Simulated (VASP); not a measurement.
# AlN (v.b) (F-43m) in VASP: single point with PBE

Aim: the single point of AlN (v.b) with PBE.

Program: VASP 6.6.1. These are calculated values, not measurements. Logs are shortened: lines on timing, memory, paths and dates and some standing lists are left out, and cuts for length are marked.

**1. The cell of the first run**

The structure is cubic, space group F-43m (No. 216). The conventional cell has a = 4.403 Å, b = 4.403 Å, c = 4.403 Å, α = 90.00°, β = 90.00°, γ = 90.00°. Within 2.5 Å of Al (site symmetry -43m) lie 4 N at 1.91 Å. N (site symmetry -43m) has 4 Al at 1.91 Å within 2.5 Å.

**2. Single point, PBE**

Contents of INCAR:

```
SYSTEM = AlN
  PREC = Accurate
  ENCUT = 600
  EDIFF = 1E-6
  ISMEAR = 0
  SIGMA = 0.02
  LREAL = .False.
  LASPH = .True.
  NELM = 120
  ALGO = Normal
  ISIF = 2
  LWAVE = .False.
  LCHARG = .True.
  GGA = PE
  LELF = .True.
  LVHAR = .True.
  NBANDS = 11
  GGA_COMPAT = .False.
```

Contents of KPOINTS:

```
regular mesh
0
Gamma
  10 10 10
  0 0 0
```

Contents of POSCAR:

```
AlN
1.0
    0.0000000000      2.2012621117      2.2012621117
    2.2012621117      0.0000000000      2.2012621117
    2.2012621117      2.2012621117      0.0000000000
Al N
1 1
Direct
    0.0000000000      0.0000000000      0.0000000000
    0.2500000000      0.2500000000      0.2500000000
```

Potentials or basis: VASP PAW PBE potentials, release 64 (Al, N).

Run with:

```bash
$ cat potpaw_PBE.64/Al/POTCAR potpaw_PBE.64/N/POTCAR > POTCAR
$ mpirun -np 1 vasp_std > vasp.out
```

OUTCAR:

```text
SYSTEM = AlN
   PREC = Accurate
   ENCUT = 600
   EDIFF = 1E-6
   ISMEAR = 0
   LREAL = .False.
   LASPH = .True.
   NELM = 120
   ISIF = 2
   GGA = PE

 ion  position               nearest neighbor table
   1  0.000  0.000  0.000-   2 1.91   2 1.91   2 1.91   2 1.91
   2  0.250  0.250  0.250-   1 1.91   1 1.91   1 1.91   1 1.91

  LATTYP: Found a face centered cubic cell.
 ALAT       =     4.4025242234

  Lattice vectors:

 A1 = (   0.0000000000,   2.2012621117,   2.2012621117)
 A2 = (   2.2012621117,   0.0000000000,   2.2012621117)
 A3 = (   2.2012621117,   2.2012621117,   0.0000000000)

Analysis of symmetry for initial positions (statically):
=====================================================================
 Subroutine PRICEL returns:
 Original cell was already a primitive cell.

 Routine SETGRP: Setting up the symmetry group for a
 face centered cubic supercell.

 Subroutine GETGRP returns: Found 24 space group operations
 (whereof 24 operations were pure point group operations)
 out of a pool of 48 trial point group operations.

The static configuration has the point symmetry T_d .

Analysis of symmetry for dynamics (positions and initial velocities):
=====================================================================
 Subroutine PRICEL returns:
 Original cell was already a primitive cell.

 Routine SETGRP: Setting up the symmetry group for a
 face centered cubic supercell.

 Subroutine GETGRP returns: Found 24 space group operations
 (whereof 24 operations were pure point group operations)
 out of a pool of 48 trial point group operations.

The dynamic configuration has the point symmetry T_d .

 Subroutine INISYM returns: Found 24 space group operations
 (whereof 24 operations are pure point group operations),
 and found     1 'primitive' translations

----------------------------------------------------------------------------------------

                                     Primitive cell

  volume of cell :      21.3327

  direct lattice vectors                    reciprocal lattice vectors
     0.000000000  2.201262112  2.201262112    -0.227142419  0.227142419  0.227142419
     2.201262112  0.000000000  2.201262112     0.227142419 -0.227142419  0.227142419
     2.201262112  2.201262112  0.000000000     0.227142419  0.227142419 -0.227142419

  length of vectors
     3.113054733  3.113054733  3.113054733     0.393422210  0.393422210  0.393422210

  position of ions in fractional coordinates (direct lattice)
     0.000000000  0.000000000  0.000000000
     0.250000000  0.250000000  0.250000000

  ion indices of the primitive-cell ions
[... 85 lines left out ...]
   PSTRESS=    0.0 pullay stress
   NELECT =       8.0000    total number of electrons
   NUPDOWN=      -1.0000    fix difference up-down
   EMIN   =  10.00;   EMAX   =-10.00  energy-range for DOS
   EFERMI =   0.00;   METHOD = LEGACY
   ISMEAR =     0;   SIGMA  =   0.02  broadening in eV -4-tet -1-fermi 0-gaus
   EFERMI_NEDOS =   21; number of points for ismear=-14 and -15
   IALGO  =     38    algorithm
   IMIX   =      4    mixing-type and parameters
     AMIX     =   0.40;   BMIX     =  1.00
     AMIX_MAG =   1.60;   BMIX_MAG =  1.00
  volume/ion in A,a.u.               =      10.67        71.98
  Fermi-wavevector in a.u.,A,eV,Ry     =   1.180565  2.230944 18.962884  1.393733
  Thomas-Fermi vector in A             =   2.316855
   LORBIT       =      0    0 simple, 1 ext, 2 COOP (PROOUT), +10 PAW based schemes
   GGA     = PE    functional components
   LHFCALC =     F    Hartree Fock is set to
   AEXX    =    0.0000 exact exchange contribution
   IVDW    =     0    specifies the selected vdW correction
   LEPSILON=     F    determine dielectric tensor
   LRPA    =     F    only Hartree local field effects (RPA)
 non-spin polarized calculation
 Gauss-broadening in eV      SIGMA  =   0.02
  energy-cutoff  :      600.00
  volume of cell :       21.33
 maximum number of plane-waves:       728
 NGX is ok and might be reduce to    28
   NGX = 13   NGY = 13   NGZ = 13

 number of electron       8.0000000 magnetization

 Free energy of the ion-electron system (eV)
  ---------------------------------------------------
  ext. energy  EPLUGINS =         0.00000000
  ---------------------------------------------------
  free energy    TOTEN  =       -14.84893361 eV

  energy without entropy =      -14.84893361  energy(sigma->0) =      -14.84893361

 E-fermi :   5.9343     XC(G=0): -10.8312

 val. band max:        5.7490325028   @ k =   0.0000   0.0000   0.0000
 cond. band min:       9.0543791158   @ k =   0.5000   0.5000   0.0000
 fundamental gap:      3.3053466129
 Fermi energy:         5.9342889560

 k-point     1 :       0.0000    0.0000    0.0000
  band No.  band energies     occupation
      1      -9.0968      2.00000
      2       5.7490      2.00000
      3       5.7490      2.00000
      4       5.7490      2.00000
      5       9.7374      0.00000
      6      18.0771      0.00000
      7      18.0771      0.00000
      8      18.0771      0.00000
      9      23.2490      0.00000
     10      23.2490      0.00000
     11      24.6053      0.00000
[... 309 lines left out ...]
 k-point    24 :       0.4000    0.3000    0.0000
  band No.  band energies     occupation
      1      -7.1536      2.00000
      2       1.6480      2.00000
      3       4.0727      2.00000
      4       4.3658      2.00000
      5      10.6120      0.00000
      6      15.1241      0.00000
      7      17.7243      0.00000
      8      20.0788      0.00000
      9      20.5706      0.00000
     10      26.7917      0.00000
     11      28.9054      0.00000

 [... further k-points ...]

------------------------ aborting loop because EDIFF is reached ----------------------------------------

  FORCE on cell =-STRESS in cart. coord.  units (eV):
  Direction    XX          YY          ZZ          XY          YZ          ZX
  --------------------------------------------------------------------------------------
  -------------------------------------------------------------------------------------
  Total       -0.0431129     -0.0431129     -0.0431129      0.0000000     -0.0000000      0.0000000
  in kB       -3.2379696     -3.2379696     -3.2379696      0.0000000     -0.0000000      0.0000000
  external PRESSURE =      -3.2379696 kB  Pullay stress =       0.0000000 kB

 VOLUME and BASIS-vectors are now :
 -----------------------------------------------------------------------------
  energy-cutoff  :      600.00
  volume of cell :       21.33
      direct lattice vectors                 reciprocal lattice vectors
     0.000000000  2.201262112  2.201262112    -0.227142419  0.227142419  0.227142419
     2.201262112  0.000000000  2.201262112     0.227142419 -0.227142419  0.227142419
     2.201262112  2.201262112  0.000000000     0.227142419  0.227142419 -0.227142419

 POSITION                                       TOTAL-FORCE (eV/Angst)
 -----------------------------------------------------------------------------------
      0.00000      0.00000      0.00000        -0.000000     -0.000000     -0.000000
      1.10063      1.10063      1.10063         0.000000      0.000000      0.000000
 -----------------------------------------------------------------------------------
    total drift:                                0.000000      0.000000      0.000000

  FREE ENERGIE OF THE ION-ELECTRON SYSTEM (eV)
  ---------------------------------------------------
  free  energy   TOTEN  =       -14.8489336147 eV

  energy  without entropy=      -14.8489336147  energy(sigma->0) =      -14.84893361
```

Wall time 11 s (1 thread of Intel Xeon Platinum 8488C (Sapphire Rapids), shared host); peak memory 0.15 GiB.

What came out:

```
Free energy            : -14.8489 eV
Pressure               : -0.3 GPa
Band gap on the k mesh : 3.31 eV, indirect (least direct gap 3.99 eV)
```

A k mesh can miss the band edges. As with any semilocal functional, this PBE gap is likely too small.
